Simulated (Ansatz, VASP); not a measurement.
NaI: VASP beside Ansatz

```
Na I
1.0
     0.00000    3.13931    3.13931
     3.13931    0.00000    3.13931
     3.13931    3.13931    0.00000
Na I
1 1
Cartesian
  0.0000 0.0000 0.0000
  3.1393 3.1393 3.1393
```

Change from the starting cell: strain -0.030 along x and y, -0.030 along z, atoms carried along.

Alike in both runs: task single point; functional PBE; k mesh 6 × 6 × 6; occupations gaussian, width 0.05 eV; no spin polarisation.

|  | VASP | Ansatz |
| --- | --- | --- |
| version | VASP 6.6.1 | Ansatz 0.2.0 |
| potentials or method | VASP PAW PBE potentials, release 64 (Na_pv, I), cutoff 520 eV | scalar-relativistic, plane waves, PAW |
| valence electrons in the cell | 14 | 26 |

VASP gave:

| Quantity | Value |
| --- | --- |
| gap on the k mesh at the Fermi level (eV) | 3.90 |
| least direct gap on the mesh (eV) | 3.90 |
| pressure (GPa) | 2.4 |

Task: Which values does Ansatz return?

Result: gap on the k mesh at the Fermi level (eV): 3.91; least direct gap on the mesh (eV): 3.91; pressure (GPa): 2.3.

VASP's potentials hold 14 valence electrons a cell and Ansatz's 26, so a difference there can come from the potentials and not from the codes.

Spin-orbit coupling is off throughout.
